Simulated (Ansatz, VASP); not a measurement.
# One calculation of MgGe2, two programs

```
CELL_PARAMETERS angstrom
5.55805 -1.86210 0.00000
5.55805 1.86210 0.00000
-3.23893 0.00000 6.04756
ATOMIC_POSITIONS crystal
Ge 0.52923 0.52923 0.29362
Ge 0.47077 0.47077 0.70638
Ge 0.88039 0.88039 0.98544
Ge 0.11961 0.11961 0.01456
Mg 0.81529 0.81529 0.34925
Mg 0.18471 0.18471 0.65075
```

Alike in both runs: task single point; functional PBEsol; k mesh 8 × 8 × 5; occupations fermi-dirac, width 0.05 eV; no spin polarisation.

```csv
,VASP,Ansatz
version,VASP 6.6.1,Ansatz 0.2.0
potentials or method,"VASP PAW PBE potentials, release 64 (Ge_d, Mg)",Ansatz PAW
plane-wave cutoff (eV),520,420
valence electrons in the cell,60,76
```

Ansatz gave:

| Quantity | Value |
| --- | --- |
| gap on the k mesh at the Fermi level (eV) | none |
| pressure (GPa) | -3.6 |
| traceless stress, the component that is largest in VASP (GPa) | 0.56 |
| rms of the force components (eV/Å) | 0.093 |

Task: Estimate VASP's values.

Result: gap on the k mesh at the Fermi level (eV): none; pressure (GPa): -3.7; traceless stress, the component that is largest in VASP (GPa): 0.57; rms of the force components (eV/Å): 0.089.

VASP's potentials were made for PBE, not for PBEsol. Atom by atom the forces differ by 0.004 eV/Å (rms over components). A gap of «none» marks a metal or a gap that the smearing closes. VASP's potentials hold 60 valence electrons a cell and Ansatz's 76, so a difference there can come from the potentials and not from the codes.
